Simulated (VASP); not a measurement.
# Si2Mo (I4/mmm) in VASP: a series of runs

Runs on Si2Mo. Level: PBE. Tasks: single point.

Program: VASP 6.6.1. These are calculated values, not measurements. Logs are shortened: lines on timing, memory, paths and dates and some standing lists are left out, and cuts for length are marked.

### 1 The cell of the first run

The structure is tetragonal, space group I4/mmm (No. 139). Conventional cell: a = 3.179 Å, b = 3.179 Å, c = 7.808 Å, α = 90.00°, β = 90.00°, γ = 90.00°. Within 3.4 Å of Si (site symmetry 4mm) lie 9 Si at 2.59 to 3.18 Å and 5 Mo at 2.60 Å. Mo (site symmetry 4/mmm) has 10 Si at 2.60 Å and 4 Mo at 3.18 Å within 3.4 Å.

### 2 Single point, PBE

Contents of INCAR:

```
PREC = Accurate
ENCUT = 520
EDIFF = 1E-6
ISMEAR = -1
SIGMA = 0.1
LREAL = False
LASPH = True
NELM = 60
ALGO = Normal
ISIF = 2
LWAVE = False
LCHARG = True
GGA = PE
LELF = True
LVHAR = True
NBANDS = 18
```

Contents of KPOINTS:

```
Automatic mesh
0
Gamma
  13 13 13
```

Contents of POSCAR:

```
Si2Mo
1.0
   -1.5892614214      1.5892614214      3.9041200105
    1.5892614214     -1.5892614214      3.9041200105
    1.5892614214      1.5892614214     -3.9041200105
Si Mo
2 1
Direct
    0.3330000000      0.3330000000      0.0000000000
    0.6670000000      0.6670000000      0.0000000000
    0.0000000000      0.0000000000      0.0000000000
```

Potentials or basis: VASP PAW PBE potentials, release 64 (Si, Mo_sv).

Command:

```bash
$ cat potpaw_PBE.64/Si/POTCAR potpaw_PBE.64/Mo_sv/POTCAR > POTCAR
$ mpirun -np 1 vasp_std > vasp.out
```

OUTCAR:

```text
PREC = Accurate
   ENCUT = 520
   EDIFF = 1E-6
   ISMEAR = -1
   LREAL = False
   LASPH = True
   NELM = 60
   ISIF = 2
   GGA = PE

 ion  position               nearest neighbor table
   1  0.333  0.333  0.000-   2 2.59   2 2.59   2 2.59   2 2.59   3 2.60   3 2.60   3 2.60   3 2.60
                             3 2.60   2 2.61
   2  0.667  0.667  0.000-   1 2.59   1 2.59   1 2.59   1 2.59   3 2.60   3 2.60   3 2.60   3 2.60
                             3 2.60   1 2.61
   3  0.000  0.000  0.000-   2 2.60   1 2.60   2 2.60   1 2.60   2 2.60   1 2.60   1 2.60   2 2.60
                             1 2.60   2 2.60

  LATTYP: Found a body centered tetragonal cell.
 ALAT       =     3.1785228428
 C/A-ratio  =     2.4565625000

  Lattice vectors:

 A1 = (  -1.5892614214,   1.5892614214,   3.9041200105)
 A2 = (   1.5892614214,  -1.5892614214,   3.9041200105)
 A3 = (   1.5892614214,   1.5892614214,  -3.9041200105)

Analysis of symmetry for initial positions (statically):
=====================================================================
 Subroutine PRICEL returns:
 Original cell was already a primitive cell.

 Routine SETGRP: Setting up the symmetry group for a
 body centered tetragonal supercell.

 Subroutine GETGRP returns: Found 16 space group operations
 (whereof 16 operations were pure point group operations)
 out of a pool of 16 trial point group operations.

The static configuration has the point symmetry D_4h.

Analysis of symmetry for dynamics (positions and initial velocities):
=====================================================================
 Subroutine PRICEL returns:
 Original cell was already a primitive cell.

 Routine SETGRP: Setting up the symmetry group for a
 body centered tetragonal supercell.

 Subroutine GETGRP returns: Found 16 space group operations
 (whereof 16 operations were pure point group operations)
 out of a pool of 16 trial point group operations.

The dynamic configuration has the point symmetry D_4h.

 Subroutine INISYM returns: Found 16 space group operations
 (whereof 16 operations are pure point group operations),
 and found     1 'primitive' translations

----------------------------------------------------------------------------------------

                                     Primitive cell

  volume of cell :      39.4434

  direct lattice vectors                    reciprocal lattice vectors
    -1.589261421  1.589261421  3.904120010     0.000000000  0.314611551  0.128069834
     1.589261421 -1.589261421  3.904120010     0.314611551  0.000000000  0.128069834
     1.589261421  1.589261421 -3.904120010     0.314611551  0.314611551  0.000000000

  length of vectors
     4.504848143  4.504848143  4.504848143     0.339679717  0.339679717  0.444927922

  position of ions in fractional coordinates (direct lattice)
     0.333000000  0.333000000  0.000000000
     0.667000000  0.667000000  0.000000000
     0.000000000  0.000000000  0.000000000

  ion indices of the primitive-cell ions
   primitive index   ion index
                 1           1
                 2           2
                 3           3

----------------------------------------------------------------------------------------

 KPOINTS: Automatic mesh

Automatic generation of k-mesh.
 Grid dimensions read from file:
 generate k-points for:   13   13   13

 Generating k-lattice:

  Cartesian coordinates                     Fractional coordinates (reciprocal lattice)
     0.000000000  0.024200889  0.009851526     0.076923077  0.000000000  0.000000000
     0.024200889  0.000000000  0.009851526     0.000000000  0.076923077  0.000000000
     0.024200889  0.024200889  0.000000000     0.000000000  0.000000000  0.076923077

  Length of vectors
     0.026129209  0.026129209  0.034225225

  Shift w.r.t. Gamma in fractional coordinates (k-lattice)
     0.000000000  0.000000000  0.000000000

 Subroutine IBZKPT returns following result:
 ===========================================

 Found    196 irreducible k-points:

 Following reciprocal coordinates:
            Coordinates               Weight
  0.000000  0.000000  0.000000      1.000000
  0.076923  0.000000 -0.000000      8.000000
  0.153846  0.000000  0.000000      8.000000
  0.230769  0.000000 -0.000000      8.000000
  0.307692  0.000000  0.000000      8.000000
  0.384615  0.000000 -0.000000      8.000000
[... 16 lines left out ...]
  0.384615  0.153846  0.000000     16.000000
  0.461538  0.153846  0.000000     16.000000
 [... further k-points ...]
   k-points           NKPTS =    196   k-points in BZ     NKDIM =    196   number of bands    NBANDS=     18
   number of dos      NEDOS =    301   number of ions     NIONS =      3
   total plane-waves  NPLWV =  46656
   dimension x,y,z NGX =    36 NGY =   36 NGZ =   36
   dimension x,y,z NGXF=    72 NGYF=   72 NGZF=   72
   ions per type =               2   1
   NGX,Y,Z   is equivalent  to a cutoff of  13.29, 13.29, 13.29 a.u.
   NGXF,Y,Z  is equivalent  to a cutoff of  26.57, 26.57, 26.57 a.u.
 SYSTEM =  unknown system
   PREC   = accura    normal or accurate (medium, high low for compatibility)
   ISTART =      0    job   : 0-new  1-cont  2-samecut
   ICHARG =      2    charge: 1-file 2-atom 10-const
   ISPIN  =      1    spin polarized calculation?
   LNONCOLLINEAR =      F non collinear calculations
   LSORBIT =      F    spin-orbit coupling
   LASPH  =      T    aspherical Exc in radial PAW
   ENCUT  =  520.0 eV  38.22 Ry    6.18 a.u.   8.38  8.38  8.38*2*pi/ulx,y,z
   NELM   =     60;   NELMIN=  2; NELMDL= -5     # of ELM steps
   EDIFF  = 0.1E-05   stopping-criterion for ELM
   LREAL  =      F    real-space projection
   EDIFFG = 0.1E-04   stopping-criterion for IOM
   NSW    =      0    number of steps for IOM
   IBRION =     -1    ionic relax: 0-MD 1-quasi-New 2-CG
   NFREE  =      0    steps in history (QN), initial steepest desc. (CG)
   ISIF   =      2    stress and relaxation
   ISYM   =      2    0-nonsym 1-usesym 2-fastsym
   POTIM  = 0.5000    time-step for ionic-motion
   TEBEG  =    0.0;   TEEND  =   0.0 temperature during run
   PSTRESS=    0.0 pullay stress
   NELECT =      22.0000    total number of electrons
   NUPDOWN=      -1.0000    fix difference up-down
   EMIN   =  10.00;   EMAX   =-10.00  energy-range for DOS
   EFERMI =   0.00;   METHOD = LEGACY
   ISMEAR =    -1;   SIGMA  =   0.10  broadening in eV -4-tet -1-fermi 0-gaus
   EFERMI_NEDOS =   21; number of points for ismear=-14 and -15
   IALGO  =     38    algorithm
   IMIX   =      4    mixing-type and parameters
     AMIX     =   0.40;   BMIX     =  1.00
     AMIX_MAG =   1.60;   BMIX_MAG =  1.00
  volume/ion in A,a.u.               =      13.15        88.73
  Fermi-wavevector in a.u.,A,eV,Ry     =   1.347590  2.546576 24.708164  1.815999
  Thomas-Fermi vector in A             =   2.475328
   LORBIT       =      0    0 simple, 1 ext, 2 COOP (PROOUT), +10 PAW based schemes
   GGA     = PE    functional components
   LHFCALC =     F    Hartree Fock is set to
   AEXX    =    0.0000 exact exchange contribution
   IVDW    =     0    specifies the selected vdW correction
   LEPSILON=     F    determine dielectric tensor
   LRPA    =     F    only Hartree local field effects (RPA)
 non-spin polarized calculation
  energy-cutoff  :      520.00
  volume of cell :       39.44
 maximum number of plane-waves:      1079
 NGX is ok and might be reduce to    36
   NGX = 17   NGY = 17   NGZ = 17

 number of electron      22.0000000 magnetization

 Free energy of the ion-electron system (eV)
  ---------------------------------------------------
  ext. energy  EPLUGINS =         0.00000000
  ---------------------------------------------------
  free energy    TOTEN  =       -23.23335646 eV

  energy without entropy =      -23.22321612  energy(sigma->0) =      -23.22828629

 E-fermi :  12.5671     XC(G=0): -12.5242

 val. band max:       12.4473901185   @ k =  -0.3846   0.4615   0.3846
 cond. band min:      12.6218098961   @ k =  -0.3077  -0.3846   0.3077
 fundamental gap:      0.1744197776
 Fermi energy:        12.5671059573

 k-point     1 :       0.0000    0.0000    0.0000
  band No.  band energies     occupation
      1     -48.1353      2.00000
      2     -22.3134      2.00000
      3     -22.2040      2.00000
      4     -22.2040      2.00000
      5      -1.0427      2.00000
      6       6.1068      2.00000
[... 10 lines left out ...]
     17      17.7205      0.00000
     18      17.7205      0.00000

 k-point     2 :       0.0769    0.0000   -0.0000
  band No.  band energies     occupation
      1     -48.1342      2.00000
      2     -22.3122      2.00000
      3     -22.2201      2.00000
      4     -22.2025      2.00000
      5      -0.9333      2.00000
      6       6.1174      2.00000
[... 10 lines left out ...]
     17      17.8220      0.00000
     18      18.3660      0.00000

 k-point     3 :       0.1538    0.0000    0.0000
  band No.  band energies     occupation
      1     -48.1309      2.00000
      2     -22.3089      2.00000
      3     -22.2646      2.00000
      4     -22.1983      2.00000
      5      -0.6100      2.00000
      6       6.1022      2.00000
[... 10 lines left out ...]
     17      18.4097      0.00000
     18      19.6608      0.00000

 k-point     4 :       0.2308    0.0000   -0.0000
  band No.  band energies     occupation
      1     -48.1264      2.00000
      2     -22.3271      2.00000
      3     -22.3038      2.00000
      4     -22.1925      2.00000
      5      -0.0876      2.00000
      6       5.8731      2.00000
[... 375 lines left out ...]
      4     -22.2443      2.00000
      5       1.1658      2.00000
      6       4.9992      2.00000
[... 10 lines left out ...]
     17      20.1091      0.00000
     18      21.1167      0.00000

 k-point    23 :       0.3846    0.1538    0.0000
  band No.  band energies     occupation
      1     -48.1132      2.00000
      2     -22.4371      2.00000
      3     -22.2901      2.00000
      4     -22.2384      2.00000
      5       1.9847      2.00000
      6       4.3051      2.00000
[... 10 lines left out ...]
     17      20.1309      0.00000
     18      21.3960      0.00000

 k-point    24 :       0.4615    0.1538    0.0000
  band No.  band energies     occupation
      1     -48.1110      2.00000
      2     -22.4667      2.00000
      3     -22.2864      2.00000
      4     -22.2350      2.00000
      5       2.8847      2.00000
      6       3.4031      2.00000
[... 10 lines left out ...]
     17      20.2024      0.00000
     18      21.6333      0.00000

 [... further k-points ...]

------------------------ aborting loop because EDIFF is reached ----------------------------------------

  FORCE on cell =-STRESS in cart. coord.  units (eV):
  Direction    XX          YY          ZZ          XY          YZ          ZX
  --------------------------------------------------------------------------------------
  -------------------------------------------------------------------------------------
  Total        1.7804407      1.7804407      1.6433748      0.0000000     -0.0000000      0.0000000
  in kB       72.3209723     72.3209723     66.7533974      0.0000000     -0.0000000      0.0000000
  external PRESSURE =      70.4651140 kB  Pullay stress =       0.0000000 kB

 VOLUME and BASIS-vectors are now :
 -----------------------------------------------------------------------------
  energy-cutoff  :      520.00
  volume of cell :       39.44
      direct lattice vectors                 reciprocal lattice vectors
    -1.589261421  1.589261421  3.904120010     0.000000000  0.314611551  0.128069834
     1.589261421 -1.589261421  3.904120010     0.314611551  0.000000000  0.128069834
     1.589261421  1.589261421 -3.904120010     0.314611551  0.314611551  0.000000000

 POSITION                                       TOTAL-FORCE (eV/Angst)
 -----------------------------------------------------------------------------------
      0.00000      0.00000      2.60014         0.000000      0.000000      0.240581
      0.00000      0.00000      5.20810         0.000000      0.000000     -0.240581
      0.00000      0.00000      0.00000        -0.000000     -0.000000     -0.000000
 -----------------------------------------------------------------------------------
    total drift:                                0.000000      0.000000     -0.000000

  FREE ENERGIE OF THE ION-ELECTRON SYSTEM (eV)
  ---------------------------------------------------
  free  energy   TOTEN  =       -23.2333564631 eV

  energy  without entropy=      -23.2232161226  energy(sigma->0) =      -23.22828629
```

Wall time 93 s (1 thread of AMD EPYC 9R45 (Zen 5), shared host); peak memory 0.25 GiB.

What came out:

```yaml
Free_energy: -23.2334 eV
Pressure: 7.0 GPa
Largest_force: 0.241 eV/Å
Band_gap_on_the_k_mesh: zero (band 11 reaches 13.09 eV, above the bottom of band 12 at 12.11 eV)
```

Forces in eV/Å, atoms in the order of the input:
```
Si   0.000  0.000  0.241
Si   0.000  0.000 -0.241
Mo   0.000  0.000  0.000
```

(Part 1 of 2 ends here.)
